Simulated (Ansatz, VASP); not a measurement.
Mg3CdS4: VASP beside Ansatz

INCAR

```
PREC = Accurate ; ENCUT = 600
EDIFF = 1E-7 ; ISMEAR = 0
SIGMA = 0.02 ; LREAL = F
LASPH = T ; NELM = 80
ALGO = Normal ; ISIF = 3
LWAVE = F ; LCHARG = F
GGA = PE ; IBRION = 2
NSW = 100 ; EDIFFG = -0.01
```

KPOINTS

```
Automatic mesh
0
Gamma
  8 8 8
```

File POSCAR:

```
Mg3CdS4
1.0
    5.3134949000      0.0000000000      0.0000000000
    0.0000000000      5.3134949000      0.0000000000
    0.0000000000      0.0000000000      5.3134949000
Mg Cd S
3 1 4
Direct
    0.5000000000      0.0000000000      0.5000000000
    0.5000000000      0.5000000000      0.0000000000
    0.0000000000      0.5000000000      0.5000000000
    0.0000000000      0.0000000000      0.0000000000
    0.0000000000      0.5000000000      0.0000000000
    0.5000000000      0.5000000000      0.5000000000
    0.0000000000      0.0000000000      0.5000000000
    0.5000000000      0.0000000000      0.0000000000
```

Input for Ansatz:

```yaml
crystal:
  lattice:
    - [5.3134949, 0.0, 0.0]
    - [0.0, 5.3134949, 0.0]
    - [0.0, 0.0, 5.3134949]
  atoms:
    - { symbol: Mg, position: [0.5, 0.0, 0.5] }
    - { symbol: Mg, position: [0.5, 0.5, 0.0] }
    - { symbol: Mg, position: [0.0, 0.5, 0.5] }
    - { symbol: Cd, position: [0.0, 0.0, 0.0] }
    - { symbol: S, position: [0.0, 0.5, 0.0] }
    - { symbol: S, position: [0.5, 0.5, 0.5] }
    - { symbol: S, position: [0.0, 0.0, 0.5] }
    - { symbol: S, position: [0.5, 0.0, 0.0] }
basis:
  ecutwfc: 420
kpoints:
  mp_grid: { grid: [8, 8, 8] }
hamiltonian:
  xc: pbe
scf:
  occupations: { method: gaussian, width: 0.02 }
output:
  forces: true
  stress: true
  eigenvalues: true
  write_density: true
  write_potential: true
  elf: true
  volumetric_format: npy
relax:
  adjacent_minimum: "off"
  f_tol: 0.01
  max_steps: 80
  cell: { stress_tol: 0.05 }
```

Alike in both runs: task relaxation of cell and atoms; functional PBE; k mesh 8 × 8 × 8; occupations gaussian, width 0.02 eV; no spin polarisation.

```csv
,VASP,Ansatz
version,VASP 6.6.1,Ansatz 0.2.0
potentials or method,"VASP PAW PBE potentials, release 64 (Mg, Cd, S), cutoff 600 eV","scalar-relativistic, plane waves, PAW"
valence electrons in the cell,42,74
```

```tsv
	VASP	Ansatz	Ansatz less VASP
gap on the k mesh at the Fermi level, each at its own relaxed structure (eV)	0.51	0.52	+0.007
relaxed volume (Å³/atom)	18.75	18.75	0.000
relaxed cell length with the largest relative difference (Å)	5.313	5.313	0.0000
```

VASP's potentials hold 42 valence electrons a cell and Ansatz's 74, so a difference there can come from the potentials and not from the codes.

Noted on VASP's run: the relaxation stopped at its first step, so nothing moved.
